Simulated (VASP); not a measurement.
# PdPtSe2 (Pmmm) in VASP: relaxation of cell and atoms with PBE

Aim: the relaxation of cell and atoms of PdPtSe2 with PBE.

All numbers are computed with VASP 6.6.1; they aren't measurements. Logs are shortened: lines on timing, memory, paths and dates and some standing lists are left out, and cuts for length are marked.

## 1. The cell of the first run

It takes space group Pmmm (No. 47, orthorhombic). The conventional cell has a = 3.714 Å, b = 3.725 Å, c = 6.505 Å, α = 90.00°, β = 90.00°, γ = 90.00°. Pd (site symmetry mmm) has 4 Se at 2.48 Å within 3.3 Å. Pt (site symmetry mmm) has 4 Se at 2.46 Å within 3.2 Å. Se (site symmetry mm2) has 2 Pt at 2.46 Å and 2 Pd at 2.48 Å and 2 Se at 3.22 to 3.29 Å within 3.3 Å.

## 2. Relaxation of cell and atoms, PBE

The input, INCAR:

```
SYSTEM = PdPtSe2
PREC = Accurate
ENCUT = 600
EDIFF = 1E-6
ISMEAR = 0
SIGMA = 0.1
LREAL = .False.
LASPH = .True.
NELM = 100
ALGO = Normal
ISIF = 3
LWAVE = .False.
LCHARG = .False.
GGA = PE
IBRION = 2
NSW = 100
EDIFFG = -0.01
```

The input, KPOINTS:

```
regular mesh
0
Gamma
  10 10 6
  0 0 0
```

The input, POSCAR:

```
PdPtSe2
1.0
    3.7136581203      0.0000000000      0.0000000000
    0.0000000000      3.7254200507      0.0000000000
    0.0000000000      0.0000000000      6.5049658866
Pd Pt Se
1 1 2
Direct
    0.5000000000      0.0000000000      0.0000000000
    0.0000000000      0.5000000000      0.5000000000
    0.0000000000      0.0000000000      0.2527165117
    0.0000000000      0.0000000000      0.7472834883
```

Potentials or basis: VASP PAW PBE potentials, release 64 (Pd, Pt, Se).

Run with:

```console
cat potpaw_PBE.64/Pd/POTCAR potpaw_PBE.64/Pt/POTCAR potpaw_PBE.64/Se/POTCAR > POTCAR
mpirun -np 1 vasp_std > vasp.out
```

OUTCAR:

```text
SYSTEM = PdPtSe2
   PREC = Accurate
   ENCUT = 600
   EDIFF = 1E-6
   ISMEAR = 0
   LREAL = .False.
   LASPH = .True.
   NELM = 100
   ISIF = 3
   GGA = PE
   IBRION = 2
   NSW = 100
   EDIFFG = -0.01

 ion  position               nearest neighbor table
   1  0.500  0.000  0.000-   3 2.48   4 2.48   3 2.48   4 2.48
   2  0.000  0.500  0.500-   3 2.46   4 2.46   3 2.46   4 2.46
   3  0.000  0.000  0.253-   2 2.46   2 2.46   1 2.48   1 2.48
   4  0.000  0.000  0.747-   2 2.46   2 2.46   1 2.48   1 2.48

  LATTYP: Found a simple orthorhombic cell.
 ALAT       =     3.7136581203
 B/A-ratio  =     1.0031672087
 C/A-ratio  =     1.7516329387

  Lattice vectors:

 A1 = (   3.7136581203,   0.0000000000,   0.0000000000)
 A2 = (   0.0000000000,   3.7254200507,   0.0000000000)
 A3 = (   0.0000000000,   0.0000000000,   6.5049658866)

Analysis of symmetry for initial positions (statically):
=====================================================================
 Subroutine PRICEL returns:
 Original cell was already a primitive cell.

 Routine SETGRP: Setting up the symmetry group for a
 simple orthorhombic supercell.

 Subroutine GETGRP returns: Found  8 space group operations
 (whereof  8 operations were pure point group operations)
 out of a pool of  8 trial point group operations.

The static configuration has the point symmetry D_2h.

Analysis of symmetry for dynamics (positions and initial velocities):
=====================================================================
 Subroutine PRICEL returns:
 Original cell was already a primitive cell.

 Routine SETGRP: Setting up the symmetry group for a
 simple orthorhombic supercell.

 Subroutine GETGRP returns: Found  8 space group operations
 (whereof  8 operations were pure point group operations)
 out of a pool of  8 trial point group operations.

The dynamic configuration has the point symmetry D_2h.

 Subroutine INISYM returns: Found  8 space group operations
 (whereof  8 operations are pure point group operations),
 and found     1 'primitive' translations

----------------------------------------------------------------------------------------

                                     Primitive cell

  volume of cell :      89.9958

  direct lattice vectors                    reciprocal lattice vectors
     3.713658120  0.000000000  0.000000000     0.269276268  0.000000000  0.000000000
     0.000000000  3.725420051  0.000000000     0.000000000  0.268426107  0.000000000
     0.000000000  0.000000000  6.504965887     0.000000000  0.000000000  0.153728708

  length of vectors
     3.713658120  3.725420051  6.504965887     0.269276268  0.268426107  0.153728708

  position of ions in fractional coordinates (direct lattice)
     0.500000000  0.000000000  0.000000000
     0.000000000  0.500000000  0.500000000
     0.000000000  0.000000000  0.252716512
     0.000000000  0.000000000  0.747283488

  ion indices of the primitive-cell ions
   primitive index   ion index
                 1           1
                 2           2
                 3           3
                 4           4

----------------------------------------------------------------------------------------

 KPOINTS: regular mesh

Automatic generation of k-mesh.
 Grid dimensions read from file:
 generate k-points for:   10   10    6

 Generating k-lattice:

  Cartesian coordinates                     Fractional coordinates (reciprocal lattice)
     0.026927627  0.000000000  0.000000000     0.100000000  0.000000000  0.000000000
     0.000000000  0.026842611  0.000000000     0.000000000  0.100000000  0.000000000
     0.000000000  0.000000000  0.025621451     0.000000000  0.000000000  0.166666667

  Length of vectors
     0.026927627  0.026842611  0.025621451

  Shift w.r.t. Gamma in fractional coordinates (k-lattice)
     0.000000000  0.000000000  0.000000000

 Subroutine IBZKPT returns following result:
 ===========================================

 Found    144 irreducible k-points:

 Following reciprocal coordinates:
            Coordinates               Weight
  0.000000  0.000000  0.000000      1.000000
  0.100000  0.000000  0.000000      2.000000
  0.200000  0.000000  0.000000      2.000000
  0.300000  0.000000  0.000000      2.000000
  0.400000  0.000000  0.000000      2.000000
  0.500000  0.000000  0.000000      1.000000
[... 16 lines left out ...]
  0.400000  0.300000  0.000000      4.000000
  0.500000  0.300000  0.000000      2.000000
 [... further k-points ...]
   k-points           NKPTS =    144   k-points in BZ     NKDIM =    144   number of bands    NBANDS=     20
   number of dos      NEDOS =    301   number of ions     NIONS =      4
   total plane-waves  NPLWV =  48600
   dimension x,y,z NGX =    30 NGY =   30 NGZ =   54
   dimension x,y,z NGXF=    60 NGYF=   60 NGZF=  108
   ions per type =               1   1   2
   NGX,Y,Z   is equivalent  to a cutoff of  13.43, 13.39, 13.80 a.u.
   NGXF,Y,Z  is equivalent  to a cutoff of  26.86, 26.77, 27.60 a.u.
 SYSTEM =  PdPtSe2
   PREC   = accura    normal or accurate (medium, high low for compatibility)
   ISTART =      0    job   : 0-new  1-cont  2-samecut
   ICHARG =      2    charge: 1-file 2-atom 10-const
   ISPIN  =      1    spin polarized calculation?
   LNONCOLLINEAR =      F non collinear calculations
   LSORBIT =      F    spin-orbit coupling
   LASPH  =      T    aspherical Exc in radial PAW
   ENCUT  =  600.0 eV  44.10 Ry    6.64 a.u.   7.42  7.44 12.99*2*pi/ulx,y,z
   NELM   =    100;   NELMIN=  2; NELMDL= -5     # of ELM steps
   EDIFF  = 0.1E-05   stopping-criterion for ELM
   LREAL  =      F    real-space projection
   EDIFFG = -.1E-01   stopping-criterion for IOM
   NSW    =    100    number of steps for IOM
   IBRION =      2    ionic relax: 0-MD 1-quasi-New 2-CG
   NFREE  =      1    steps in history (QN), initial steepest desc. (CG)
   ISIF   =      3    stress and relaxation
   ISYM   =      2    0-nonsym 1-usesym 2-fastsym
   POTIM  = 0.5000    time-step for ionic-motion
   TEBEG  =    0.0;   TEEND  =   0.0 temperature during run
   PSTRESS=    0.0 pullay stress
   NELECT =      32.0000    total number of electrons
   NUPDOWN=      -1.0000    fix difference up-down
   EMIN   =  10.00;   EMAX   =-10.00  energy-range for DOS
   EFERMI =   0.00;   METHOD = LEGACY
   ISMEAR =     0;   SIGMA  =   0.10  broadening in eV -4-tet -1-fermi 0-gaus
   EFERMI_NEDOS =   21; number of points for ismear=-14 and -15
   IALGO  =     38    algorithm
   IMIX   =      4    mixing-type and parameters
     AMIX     =   0.40;   BMIX     =  1.00
     AMIX_MAG =   1.60;   BMIX_MAG =  1.00
  volume/ion in A,a.u.               =      22.50       151.83
  Fermi-wavevector in a.u.,A,eV,Ry     =   1.159803  2.191709 18.301770  1.345142
  Thomas-Fermi vector in A             =   2.296392
   LORBIT       =      0    0 simple, 1 ext, 2 COOP (PROOUT), +10 PAW based schemes
   GGA     = PE    functional components
   LHFCALC =     F    Hartree Fock is set to
   AEXX    =    0.0000 exact exchange contribution
   IVDW    =     0    specifies the selected vdW correction
   LEPSILON=     F    determine dielectric tensor
   LRPA    =     F    only Hartree local field effects (RPA)
 conjugate gradient relaxation of ions
 non-spin polarized calculation
 Gauss-broadening in eV      SIGMA  =   0.10
  energy-cutoff  :      600.00
  volume of cell :       90.00
 maximum number of plane-waves:      3046
 NGX is ok and might be reduce to    30
   NGX = 15   NGY = 15   NGZ = 25

--------------------------------------- Ionic step        1  -------------------------------------------

 number of electron      32.0000000 magnetization

 Free energy of the ion-electron system (eV)
  ---------------------------------------------------
  ext. energy  EPLUGINS =         0.00000000
  ---------------------------------------------------
  free energy    TOTEN  =       -19.53701460 eV

  energy without entropy =      -19.53336201  energy(sigma->0) =      -19.53518831

------------------------ aborting loop because EDIFF is reached ----------------------------------------

  FORCE on cell =-STRESS in cart. coord.  units (eV):
  Direction    XX          YY          ZZ          XY          YZ          ZX
  --------------------------------------------------------------------------------------
  -------------------------------------------------------------------------------------
  Total       -0.0845365     -0.3767079     -0.4962742      0.0000000      0.0000000      0.0000000
  in kB       -1.5049863     -6.7064559     -8.8350722      0.0000000      0.0000000      0.0000000
  external PRESSURE =      -5.6821715 kB  Pullay stress =       0.0000000 kB
[... 95 lines left out ...]
  FREE ENERGIE OF THE ION-ELECTRON SYSTEM (eV)
  ---------------------------------------------------
  free  energy   TOTEN  =       -19.5381832117 eV

  energy  without entropy=      -19.5346862838  energy(sigma->0) =      -19.53643475

[... ionic steps 4 to 7 ...]

--------------------------------------- Ionic step        8  -------------------------------------------

 number of electron      32.0000000 magnetization

------------------------ aborting loop because EDIFF is reached ----------------------------------------

  FORCE on cell =-STRESS in cart. coord.  units (eV):
  Direction    XX          YY          ZZ          XY          YZ          ZX
  --------------------------------------------------------------------------------------
  -------------------------------------------------------------------------------------
  Total        0.0530021     -0.0327665      0.0032390      0.0000000      0.0000000      0.0000000
  in kB        0.9479544     -0.5860357      0.0579300      0.0000000      0.0000000      0.0000000
  external PRESSURE =       0.1399495 kB  Pullay stress =       0.0000000 kB
[... 61 lines left out ...]
  energy  without entropy=      -19.5350335651  energy(sigma->0) =      -19.53676241

--------------------------------------- Ionic step       10  -------------------------------------------

 number of electron      32.0000000 magnetization

 Free energy of the ion-electron system (eV)
  ---------------------------------------------------
  ext. energy  EPLUGINS =         0.00000000
  ---------------------------------------------------
  free energy    TOTEN  =       -19.53850767 eV

  energy without entropy =      -19.53504042  energy(sigma->0) =      -19.53677404

 E-fermi :   4.5368     XC(G=0): -10.0927

 val. band max:        4.5155916814   @ k =   0.1000   0.1000   0.5000
 cond. band min:       4.5382073094   @ k =   0.1000   0.4000   0.0000
 fundamental gap:      0.0226156280
 Fermi energy:         4.5368231685

 k-point     1 :       0.0000    0.0000    0.0000
  band No.  band energies     occupation
      1      -9.8312      2.00000
      2      -8.2415      2.00000
      3      -2.6395      2.00000
      4      -0.6380      2.00000
      5      -0.1374      2.00000
      6       1.2941      2.00000
[... 12 lines left out ...]
     19       7.8865      0.00000
[... 513 lines left out ...]
      4      -0.8147      2.00000
      5      -0.3963      2.00000
      6      -0.3191      2.00000
[... 12 lines left out ...]
     19       8.0005      0.00000
     20       8.9557      0.00000

 [... further k-points ...]

------------------------ aborting loop because EDIFF is reached ----------------------------------------

  FORCE on cell =-STRESS in cart. coord.  units (eV):
  Direction    XX          YY          ZZ          XY          YZ          ZX
  --------------------------------------------------------------------------------------
  -------------------------------------------------------------------------------------
  Total        0.0034322      0.0042930      0.0074248      0.0000000      0.0000000      0.0000000
  in kB        0.0613708      0.0767622      0.1327614      0.0000000      0.0000000      0.0000000
  external PRESSURE =       0.0902981 kB  Pullay stress =       0.0000000 kB
[... 19 lines left out ...]
  FREE ENERGIE OF THE ION-ELECTRON SYSTEM (eV)
  ---------------------------------------------------
  free  energy   TOTEN  =       -19.5385076703 eV

  energy  without entropy=      -19.5350404161  energy(sigma->0) =      -19.53677404

 reached required accuracy - stopping structural energy minimisation
```

It took 11 min on 1 thread of Intel Xeon 6975P-C (Granite Rapids), shared host; peak memory 0.52 GiB.

Results:

```
Free energy                           : -19.5385 eV
Relaxed volume                        : 22.40 Å³/atom
Relaxed cell                          : a = 3.725 Å, b = 3.715 Å, c = 6.475 Å, α = 90.00°, β = 90.00°, γ = 90.00°
Space group after relaxing (to 0.1 Å) : Pmmm (No. 47)
Energy gained by relaxing             : 0.4 meV/atom
Ionic steps                           : 10
Pressure after relaxing               : 0.0 GPa
Band gap on the k mesh                : zero (bands 16 and 17 overlap by 0.34 eV)
```

The path:
| step | energy change (eV) | largest force (eV/Å) | pressure (GPa) | volume (Å³) |
| --- | --- | --- | --- | --- |
| 1 | 0.0000 | 0.0100 | -0.57 | 90.00 |
| 2 | 0.0002 | 0.0838 | 0.73 | 88.96 |
| 3 | -0.0012 | 0.0340 | 0.05 | 89.49 |
| 4 | -0.0012 | 0.0329 | 0.05 | 89.50 |
| 5 | -0.0012 | 0.0296 | -0.02 | 89.54 |
| 6 | -0.0012 | 0.0325 | 0.00 | 89.51 |
| 7 | -0.0013 | 0.0191 | 0.02 | 89.53 |
| 8 | -0.0015 | 0.0148 | 0.01 | 89.58 |
| 9 | -0.0015 | 0.0124 | 0.00 | 89.62 |
| 10 | -0.0015 | 0.0009 | 0.01 | 89.60 |

Final structure:
```xyz
4
Lattice="3.7247 0.0000 0.0000 0.0000 3.7150 0.0000 0.0000 0.0000 6.4755" Properties=species:S:1:pos:R:3 pbc="T T T"
Pd    1.8623    0.0000    0.0000
Pt    0.0000    1.8575    3.2377
Se    0.0000    0.0000    1.6319
Se    0.0000    0.0000    4.8436
```

Caveat: spin-orbit coupling is left out, which moves the levels of the heavy elements.
